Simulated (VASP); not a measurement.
# ZrS (I4/mmm) in VASP: further runs

ZrS is run at these levels: PBEsol; tasks: single point.

Program: VASP 6.6.1. These are calculated values, not measurements. Logs are shortened: lines on timing, memory, paths and dates and some standing lists are left out, and cuts for length are marked.

## 1. The cell of the first run

Symmetry: I4/mmm, No. 139, tetragonal system. Conventional cell: a = 3.243 Å, b = 3.243 Å, c = 6.879 Å, α = 90.00°, β = 90.00°, γ = 90.00°. Within 3.0 Å of Zr (site symmetry 4/mmm) lie 4 S at 2.29 Å. Within 3.0 Å of S (site symmetry 4/mmm) lie 4 Zr at 2.29 Å.

## 2. Single point, PBEsol

Input file INCAR:

```
SYSTEM = ZrS
PREC = Accurate
ENCUT = 520
EDIFF = 1E-6
ISMEAR = 0
SIGMA = 0.15
LREAL = .False.
LASPH = .True.
NELM = 100
ALGO = Normal
ISIF = 2
LWAVE = .False.
LCHARG = .False.
GGA = PS
NBANDS = 16
```

Input file KPOINTS:

```
regular mesh
0
Gamma
  18 18 18
  0 0 0
```

Input file POSCAR:

```
ZrS
1.0
    0.0000000000      2.2931487199      3.4397230799
    2.2931487199      0.0000000000      3.4397230799
    2.2931487199      2.2931487199      0.0000000000
Zr S
1 1
Direct
    0.0000000000      0.0000000000      0.0000000000
    0.5000000000      0.5000000000      0.5000000000
```

Potentials or basis: VASP PAW PBE potentials, release 64 (Zr_sv, S).

The run is started by

```sh
$ cat potpaw_PBE.64/Zr_sv/POTCAR potpaw_PBE.64/S/POTCAR > POTCAR
$ mpirun -np 1 vasp_std > vasp.out
```

OUTCAR:

```text
SYSTEM = ZrS
   PREC = Accurate
   ENCUT = 520
   EDIFF = 1E-6
   ISMEAR = 0
   LREAL = .False.
   LASPH = .True.
   NELM = 100
   ISIF = 2
   GGA = PS

 ion  position               nearest neighbor table
   1  0.000  0.000  0.000-   2 2.29   2 2.29   2 2.29   2 2.29
   2  0.500  0.500  0.500-   1 2.29   1 2.29   1 2.29   1 2.29

  LATTYP: Found a body centered tetragonal cell.
 ALAT       =     3.2430020202
 C/A-ratio  =     2.1213203436

  Lattice vectors:

 A1 = (  -2.2931487199,   0.0000000000,   3.4397230799)
 A2 = (   2.2931487199,   0.0000000000,   3.4397230799)
 A3 = (   0.0000000000,   2.2931487199,  -3.4397230799)

Analysis of symmetry for initial positions (statically):
=====================================================================
 Subroutine PRICEL returns:
 Original cell was already a primitive cell.

 Routine SETGRP: Setting up the symmetry group for a
 body centered tetragonal supercell.

 Subroutine GETGRP returns: Found 16 space group operations
 (whereof 16 operations were pure point group operations)
 out of a pool of 16 trial point group operations.

The static configuration has the point symmetry D_4h.

Analysis of symmetry for dynamics (positions and initial velocities):
=====================================================================
 Subroutine PRICEL returns:
 Original cell was already a primitive cell.

 Routine SETGRP: Setting up the symmetry group for a
 body centered tetragonal supercell.

 Subroutine GETGRP returns: Found 16 space group operations
 (whereof 16 operations were pure point group operations)
 out of a pool of 16 trial point group operations.

The dynamic configuration has the point symmetry D_4h.

 Subroutine INISYM returns: Found 16 space group operations
 (whereof 16 operations are pure point group operations),
 and found     1 'primitive' translations

----------------------------------------------------------------------------------------

                                     Primitive cell

  volume of cell :      36.1758

  direct lattice vectors                    reciprocal lattice vectors
     0.000000000  2.293148720  3.439723080    -0.218040808  0.218040808  0.145360539
     2.293148720  0.000000000  3.439723080     0.218040808 -0.218040808  0.145360539
     2.293148720  2.293148720  0.000000000     0.218040808  0.218040808 -0.145360539

  length of vectors
     4.134032646  4.134032646  3.243002020     0.340900681  0.340900681  0.340900681

  position of ions in fractional coordinates (direct lattice)
     0.000000000  0.000000000  0.000000000
     0.500000000  0.500000000  0.500000000

  ion indices of the primitive-cell ions
   primitive index   ion index
                 1           1
                 2           2

----------------------------------------------------------------------------------------

 KPOINTS: regular mesh

Automatic generation of k-mesh.
 Grid dimensions read from file:
 generate k-points for:   18   18   18

 Generating k-lattice:

  Cartesian coordinates                     Fractional coordinates (reciprocal lattice)
    -0.012113378  0.012113378  0.008075585     0.055555556 -0.000000000  0.000000000
     0.012113378 -0.012113378  0.008075585    -0.000000000  0.055555556  0.000000000
     0.012113378  0.012113378 -0.008075585     0.000000000  0.000000000  0.055555556

  Length of vectors
     0.018938927  0.018938927  0.018938927

  Shift w.r.t. Gamma in fractional coordinates (k-lattice)
     0.000000000  0.000000000  0.000000000

 Subroutine IBZKPT returns following result:
 ===========================================

 Found    480 irreducible k-points:

 Following reciprocal coordinates:
            Coordinates               Weight
  0.000000  0.000000  0.000000      1.000000
  0.055556 -0.000000  0.000000      8.000000
  0.111111 -0.000000  0.000000      8.000000
  0.166667 -0.000000  0.000000      8.000000
  0.222222 -0.000000  0.000000      8.000000
  0.277778 -0.000000  0.000000      8.000000
[... 16 lines left out ...]
 -0.277778  0.055556  0.000000      8.000000
 -0.222222  0.055556  0.000000      8.000000
 [... further k-points ...]
   k-points           NKPTS =    480   k-points in BZ     NKDIM =    480   number of bands    NBANDS=     16
   number of dos      NEDOS =    301   number of ions     NIONS =      2
   total plane-waves  NPLWV =  24576
   dimension x,y,z NGX =    32 NGY =   32 NGZ =   24
   dimension x,y,z NGXF=    64 NGYF=   64 NGZF=   48
   ions per type =               1   1
   NGX,Y,Z   is equivalent  to a cutoff of  12.87, 12.87, 12.30 a.u.
   NGXF,Y,Z  is equivalent  to a cutoff of  25.74, 25.74, 24.61 a.u.
 SYSTEM =  ZrS
   PREC   = accura    normal or accurate (medium, high low for compatibility)
   ISTART =      0    job   : 0-new  1-cont  2-samecut
   ICHARG =      2    charge: 1-file 2-atom 10-const
   ISPIN  =      1    spin polarized calculation?
   LNONCOLLINEAR =      F non collinear calculations
   LSORBIT =      F    spin-orbit coupling
   LASPH  =      T    aspherical Exc in radial PAW
   ENCUT  =  520.0 eV  38.22 Ry    6.18 a.u.   7.69  7.69  6.03*2*pi/ulx,y,z
   NELM   =    100;   NELMIN=  2; NELMDL= -5     # of ELM steps
   EDIFF  = 0.1E-05   stopping-criterion for ELM
   LREAL  =      F    real-space projection
   EDIFFG = 0.1E-04   stopping-criterion for IOM
   NSW    =      0    number of steps for IOM
   IBRION =     -1    ionic relax: 0-MD 1-quasi-New 2-CG
   NFREE  =      0    steps in history (QN), initial steepest desc. (CG)
   ISIF   =      2    stress and relaxation
   ISYM   =      2    0-nonsym 1-usesym 2-fastsym
   POTIM  = 0.5000    time-step for ionic-motion
   TEBEG  =    0.0;   TEEND  =   0.0 temperature during run
   PSTRESS=    0.0 pullay stress
   NELECT =      18.0000    total number of electrons
   NUPDOWN=      -1.0000    fix difference up-down
   EMIN   =  10.00;   EMAX   =-10.00  energy-range for DOS
   EFERMI =   0.00;   METHOD = LEGACY
   ISMEAR =     0;   SIGMA  =   0.15  broadening in eV -4-tet -1-fermi 0-gaus
   EFERMI_NEDOS =   21; number of points for ismear=-14 and -15
   IALGO  =     38    algorithm
   IMIX   =      4    mixing-type and parameters
     AMIX     =   0.40;   BMIX     =  1.00
     AMIX_MAG =   1.60;   BMIX_MAG =  1.00
  volume/ion in A,a.u.               =      18.09       122.06
  Fermi-wavevector in a.u.,A,eV,Ry     =   1.297258  2.451462 22.896950  1.682878
  Thomas-Fermi vector in A             =   2.428662
   LORBIT       =      0    0 simple, 1 ext, 2 COOP (PROOUT), +10 PAW based schemes
   GGA     = PS    functional components
   LHFCALC =     F    Hartree Fock is set to
   AEXX    =    0.0000 exact exchange contribution
   IVDW    =     0    specifies the selected vdW correction
   LEPSILON=     F    determine dielectric tensor
   LRPA    =     F    only Hartree local field effects (RPA)
 non-spin polarized calculation
 Gauss-broadening in eV      SIGMA  =   0.15
  energy-cutoff  :      520.00
  volume of cell :       36.18
 maximum number of plane-waves:       993
   NGX = 15   NGY = 15   NGZ = 13

 number of electron      18.0000000 magnetization

 Free energy of the ion-electron system (eV)
  ---------------------------------------------------
  ext. energy  EPLUGINS =         0.00000000
  ---------------------------------------------------
  free energy    TOTEN  =       -14.33004914 eV

  energy without entropy =      -14.31551715  energy(sigma->0) =      -14.32278314

 E-fermi :  10.0779     XC(G=0): -11.2067

 val. band max:       10.0766157223   @ k =  -0.1111   0.2222   0.1111
 cond. band min:      10.0828763259   @ k =   0.4444   0.4444   0.0000
 fundamental gap:      0.0062606037
 Fermi energy:        10.0779143397

 k-point     1 :       0.0000    0.0000    0.0000
  band No.  band energies     occupation
      1     -39.1695      2.00000
      2     -17.3175      2.00000
      3     -17.3175      2.00000
      4     -17.2109      2.00000
      5      -5.8914      2.00000
      6       6.0406      2.00000
[... 8 lines left out ...]
     15      18.7867      0.00000
     16      22.2569      0.00000

 k-point     2 :       0.0556   -0.0000    0.0000
  band No.  band energies     occupation
      1     -39.1676      2.00000
      2     -17.3459      2.00000
      3     -17.3146      2.00000
      4     -17.2106      2.00000
      5      -5.8282      2.00000
      6       5.8973      2.00000
[... 8 lines left out ...]
     15      18.9042      0.00000
     16      21.3375      0.00000

 k-point     3 :       0.1111   -0.0000    0.0000
  band No.  band energies     occupation
      1     -39.1620      2.00000
      2     -17.4267      2.00000
      3     -17.3061      2.00000
      4     -17.2095      2.00000
      5      -5.6444      2.00000
      6       5.5713      2.00000
[... 8 lines left out ...]
     15      19.0719      0.00000
     16      20.4009      0.00000

 k-point     4 :       0.1667   -0.0000    0.0000
  band No.  band energies     occupation
      1     -39.1536      2.00000
      2     -17.5476      2.00000
      3     -17.2930      2.00000
      4     -17.2079      2.00000
      5      -5.3552      2.00000
      6       5.0509      2.00000
[... 8 lines left out ...]
     15      18.5812      0.00000
     16      20.4053      0.00000

 k-point     5 :       0.2222   -0.0000    0.0000
  band No.  band energies     occupation
      1     -39.1432      2.00000
      2     -17.6912      2.00000
      3     -17.2769      2.00000
      4     -17.2058      2.00000
      5      -4.9840      2.00000
      6       4.3366      2.00000
[... 8 lines left out ...]
     15      18.3880      0.00000
     16      20.7168      0.00000

 k-point     6 :       0.2778   -0.0000    0.0000
  band No.  band energies     occupation
      1     -39.1321      2.00000
      2     -17.8389      2.00000
      3     -17.2597      2.00000
      4     -17.2035      2.00000
      5      -4.5609      2.00000
      6       3.6029      2.00000
[... 8 lines left out ...]
     15      18.9091      0.00000
     16      20.4672      0.00000

 k-point     7 :       0.3333   -0.0000    0.0000
  band No.  band energies     occupation
      1     -39.1216      2.00000
      2     -17.9733      2.00000
      3     -17.2434      2.00000
      4     -17.2012      2.00000
      5      -4.1241      2.00000
      6       2.9133      2.00000
[... 8 lines left out ...]
     15      18.7929      0.00000
     16      20.0327      0.00000

 k-point     8 :       0.3889   -0.0000    0.0000
  band No.  band energies     occupation
      1     -39.1131      2.00000
      2     -18.0800      2.00000
      3     -17.2300      2.00000
      4     -17.1994      2.00000
      5      -3.7249      2.00000
      6       2.3297      2.00000
[... 8 lines left out ...]
     15      17.9626      0.00000
     16      19.7484      0.00000

 k-point     9 :       0.4444   -0.0000    0.0000
  band No.  band energies     occupation
      1     -39.1075      2.00000
      2     -18.1484      2.00000
      3     -17.2213      2.00000
      4     -17.1982      2.00000
      5      -3.4327      2.00000
      6       1.9256      2.00000
[... 8 lines left out ...]
     15      18.9954      0.00000
     16      19.2515      0.00000
[... 172 lines left out ...]
 k-point    19 :       0.5000    0.0556    0.0000
  band No.  band energies     occupation
      1     -39.1073      2.00000
      2     -18.1487      2.00000
      3     -17.2218      2.00000
      4     -17.2019      2.00000
      5      -3.4160      2.00000
      6       1.9088      2.00000
[... 8 lines left out ...]
     15      18.9365      0.00000
     16      19.1239      0.00000

 k-point    20 :      -0.4444    0.0556    0.0000
  band No.  band energies     occupation
      1     -39.1055      2.00000
      2     -18.1717      2.00000
      3     -17.2183      2.00000
      4     -17.1980      2.00000
      5      -3.3248      2.00000
      6       1.7872      2.00000
[... 8 lines left out ...]
     15      19.1018      0.00000
     16      19.1300      0.00000

 k-point    21 :      -0.3889    0.0556    0.0000
  band No.  band energies     occupation
      1     -39.1077      2.00000
      2     -18.1477      2.00000
      3     -17.2208      2.00000
      4     -17.1952      2.00000
      5      -3.4511      2.00000
      6       1.9573      2.00000
[... 8 lines left out ...]
     15      19.1421      0.00000
     16      19.3707      0.00000

 k-point    22 :      -0.3333    0.0556    0.0000
  band No.  band energies     occupation
      1     -39.1134      2.00000
      2     -18.0790      2.00000
      3     -17.2292      2.00000
      4     -17.1937      2.00000
      5      -3.7536      2.00000
      6       2.3774      2.00000
[... 8 lines left out ...]
     15      18.0118      0.00000
     16      19.7372      0.00000

 k-point    23 :      -0.2778    0.0556    0.0000
  band No.  band energies     occupation
      1     -39.1221      2.00000
      2     -17.9721      2.00000
      3     -17.2423      2.00000
      4     -17.1938      2.00000
      5      -4.1563      2.00000
      6       2.9698      2.00000
[... 8 lines left out ...]
     15      18.6341      0.00000
     16      20.1205      0.00000

 k-point    24 :      -0.2222    0.0556    0.0000
  band No.  band energies     occupation
      1     -39.1326      2.00000
      2     -17.8375      2.00000
      3     -17.2586      2.00000
      4     -17.1953      2.00000
      5      -4.5916      2.00000
      6       3.6618      2.00000
[... 8 lines left out ...]
     15      18.6229      0.00000
     16      20.8374      0.00000

 [... further k-points ...]
[... 5 lines left out ...]
  --------------------------------------------------------------------------------------
  -------------------------------------------------------------------------------------
  Total       13.8995000     13.8995000     -2.3663031      0.0000000      0.0000000     -0.0000000
  in kB      615.5904032    615.5904032   -104.8004231      0.0000000      0.0000000     -0.0000000
  external PRESSURE =     375.4601278 kB  Pullay stress =       0.0000000 kB

 VOLUME and BASIS-vectors are now :
 -----------------------------------------------------------------------------
  energy-cutoff  :      520.00
  volume of cell :       36.18
      direct lattice vectors                 reciprocal lattice vectors
     0.000000000  2.293148720  3.439723080    -0.218040808  0.218040808  0.145360539
     2.293148720  0.000000000  3.439723080     0.218040808 -0.218040808  0.145360539
     2.293148720  2.293148720  0.000000000     0.218040808  0.218040808 -0.145360539

 POSITION                                       TOTAL-FORCE (eV/Angst)
 -----------------------------------------------------------------------------------
      0.00000      0.00000      0.00000         0.000000      0.000000     -0.000000
      2.29315      2.29315      3.43972        -0.000000     -0.000000      0.000000
 -----------------------------------------------------------------------------------
    total drift:                                0.000000     -0.000000     -0.000000

  FREE ENERGIE OF THE ION-ELECTRON SYSTEM (eV)
  ---------------------------------------------------
  free  energy   TOTEN  =       -14.3300491376 eV

  energy  without entropy=      -14.3155171459  energy(sigma->0) =      -14.32278314
```

It took 80 s on 1 thread of Intel Xeon 6975P-C (Granite Rapids), shared host; peak memory 0.38 GiB.

Results:

```
Free energy            : -14.3300 eV
Pressure               : 37.5 GPa
Band gap on the k mesh : zero (bands 9 and 10 overlap by 4.22 eV)
```

Levels at points of the mesh, in eV from the Fermi level:
```csv
k point,band 5,band 6,band 7,band 8,band 9,band 10,band 11,band 12,band 13,band 14
"(0.00, 0.00, 0.00)",-15.97,-4.04,-3.69,-2.78,-2.69,-2.69,-0.10,0.58,0.58,5.65
"(0.50, 0.00, 0.00)",-13.40,-8.30,-6.60,-6.24,1.53,1.57,2.18,3.40,3.72,5.83
"(0.50, 0.50, 0.00)",-15.66,-6.52,-4.04,-2.89,-2.89,0.01,2.00,2.00,2.71,6.10
"(0.50, 0.00, 0.50)",-15.32,-4.71,-4.14,-4.11,-2.76,-0.23,0.98,4.29,4.33,5.82
```

Caveat: the stress differs along the axes, from -10 to 62 GPa; the PAW data sets were made with another functional, which shifts forces and pressure a little.

(Part 1 of 2 ends here.)
